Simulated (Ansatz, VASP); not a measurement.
**One calculation of BeS, two programs**

File POSCAR:

```
BeS
1.0
    0.0000000000      2.5560215396      2.5560215396
    2.5560215396      0.0000000000      2.5560215396
    2.5560215396      2.5560215396      0.0000000000
Be S
1 1
Direct
    0.0000000000      0.0000000000      0.0000000000
    0.2500000000      0.2500000000      0.2500000000
```

INCAR.step1

```
ALGO = Normal
EDIFF = 1E-4
ENCUT = 520
GGA = PE
ISMEAR = 0
LASPH = True
LCHARG = False
LREAL = False
LWAVE = True
NBANDS = 11
NELM = 60
PREC = Accurate
SIGMA = 0.01
```

The input INCAR.step2:

```
ALGO = Normal
EDIFF = 1E-7
ENCUT = 520
ISIF = 2
ISMEAR = 0
ISTART = 1
LASPH = True
LCHARG = False
LMIXTAU = True
LREAL = False
LWAVE = False
METAGGA = R2SCAN
NBANDS = 11
NELM = 60
PREC = Accurate
SIGMA = 0.01
```

KPOINTS

```
k-points
0
Gamma
  10 10 10
```

Input for Ansatz:

```yaml
crystal:
  lattice:
    - [0.0, 2.5560215396, 2.5560215396]
    - [2.5560215396, 0.0, 2.5560215396]
    - [2.5560215396, 2.5560215396, 0.0]
  atoms:
    - { symbol: Be, position: [0.0, 0.0, 0.0] }
    - { symbol: S, position: [0.25, 0.25, 0.25] }
kpoints:
  mp_grid: { grid: [10, 10, 10] }
  band_path:
    path:
      - [0.0, 0.0, 0.0]
      - [-0.5, -0.5, 0.0]
      - [-0.375, -0.375, 0.25]
      - [-0.375, 0.0, 0.375]
      - [0.0, 0.0, 0.5]
      - [-0.5, -0.25, 0.25]
      - [-0.0375, 0.0, 0.0375]
    npoints: 1
hamiltonian:
  xc: r2scan
scf:
  occupations: { method: fixed }
  n_extra_bands: 4
output:
  forces: true
  stress: true
  eigenvalues: true
```

Change from the starting cell: hydrostatic strain +5.0%.

Alike in both runs: task single point; functional r2SCAN; k mesh 10 × 10 × 10; no spin polarisation.

|  | VASP | Ansatz |
| --- | --- | --- |
| version | VASP 6.6.1 | Ansatz 0.2.0 |
| potentials or method | VASP PAW PBE potentials, release 64 (Be, S) | plane waves, PAW |
| plane-wave cutoff (eV) | 520 | 500 |
| occupations | gaussian, width 0.01 eV | fixed |
| valence electrons in the cell | 8 | 8 |

```tsv
	VASP	Ansatz	Ansatz less VASP
gap on the k mesh at the Fermi level (eV)	3.87	3.86	-0.009
pressure (GPa)	-10.7	-10.8	-0.08
```

VASP's potentials were made for PBE, not for r2SCAN.
